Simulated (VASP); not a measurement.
Input of a VASP 6.6.1 run:

File INCAR:

```
SYSTEM = NiO
PREC = Accurate
ENCUT = 700
EDIFF = 1E-6
ISMEAR = 0
SIGMA = 0.05
LREAL = .False.
LASPH = .True.
NELM = 200
ALGO = Normal
ISIF = 2
LWAVE = .False.
LCHARG = .False.
ISPIN = 2
MAGMOM = 1.9 0
LORBIT = 11
LMAXMIX = 4
LDAU = .True.
LDAUTYPE = 2
LDAUL = 2 -1
LDAUU = 7.2 0
LDAUJ = 0 0
LDAUPRINT = 1
GGA = PS
NBANDS = 23
GGA_COMPAT = .False.
```

Contents of KPOINTS:

```
Automatic mesh
0
Gamma
  10 10 10
  0 0 0
```

Contents of POSCAR:

```
NiO
1.0
    0.0000000000      2.0913095126      2.0913095126
    2.0913095126      0.0000000000      2.0913095126
    2.0913095126      2.0913095126      0.0000000000
Ni O
1 1
Direct
    0.0000000000      0.0000000000      0.0000000000
    0.5000000000      0.5000000000      0.5000000000
```

Potentials or basis: VASP PAW PBE potentials, release 64 (Ni_sv_GW, O).

Command:

```console
$ cat potpaw_PBE.64/Ni_sv_GW/POTCAR potpaw_PBE.64/O/POTCAR > POTCAR
$ mpirun -np 1 vasp_std > vasp.out
```

(1) What does it give for the site moments?

(2) What does it give for the pressure?

(3) Predict the net moment.

(4) What does it give for the band gap on the k mesh?

## Answers

(1) Ni +1.80; O +0.16 μB.

(2) 0.4 GPa.

(3) 2.00 μB per cell.

(4) 2.32 eV (least direct gap 3.64 eV).

Caveat: the PAW data sets were made with another functional, which shifts forces and pressure a little; a cell with one magnetic atom can't hold antiferromagnetic order, which such compounds often take.
